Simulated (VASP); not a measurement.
A run of VASP 6.6.1 is set up as follows.

The input INCAR:

```
SYSTEM = AlN
PREC = Accurate ; ENCUT = 520
EDIFF = 1E-7 ; ISMEAR = 0
SIGMA = 0.05 ; LREAL = .FALSE.
LASPH = .TRUE. ; NELM = 60
ALGO = Normal ; ISIF = 2
LWAVE = .FALSE. ; LCHARG = .FALSE.
GGA = PE ; NBANDS = 26
```

The input KPOINTS:

```
regular mesh
0
G
  8 8 3
  0 0 0
```

POSCAR

```
AlN
1.0
   -3.1110021516      0.0000000000      0.0000000000
   -1.5555010758     -2.6942068945      0.0000000000
    0.0000000000      0.0000000000     12.9560000000
Al N
4 4
Direct
    0.3333333333      0.3333333333      0.6944840228
    0.3333333333      0.3333333333      0.3102604971
    0.6666666667      0.6666666667      0.1181487342
    0.6666666667      0.6666666667      0.5023722600
    0.3333333333      0.3333333333      0.0739630287
    0.3333333333      0.3333333333      0.4581865545
    0.6666666667      0.6666666667      0.2660747916
    0.6666666667      0.6666666667      0.6502983174
```

Potentials or basis: VASP PAW PBE potentials, release 64 (Al, N).

Command:

```bash
$ cat potpaw_PBE.64/Al/POTCAR potpaw_PBE.64/N/POTCAR > POTCAR
$ mpirun -np 1 vasp_std > vasp.out
```

(1) What does it give for the largest force?

(2) Estimate the band gap on the k mesh.

(3) What does it give for the pressure?

Results:

(1) 2.041 eV/Å.

(2) zero (bands 16 and 17 overlap by 0.15 eV).

(3) 1.5 GPa.

Caveat: the cell differs from its parent crystal (the distance across one plane changed); semilocal functionals underestimate gaps, so a narrow gap can read as zero; forces of over 1 eV/Å act on the atoms, so gaps and moduli don't describe the material at rest.
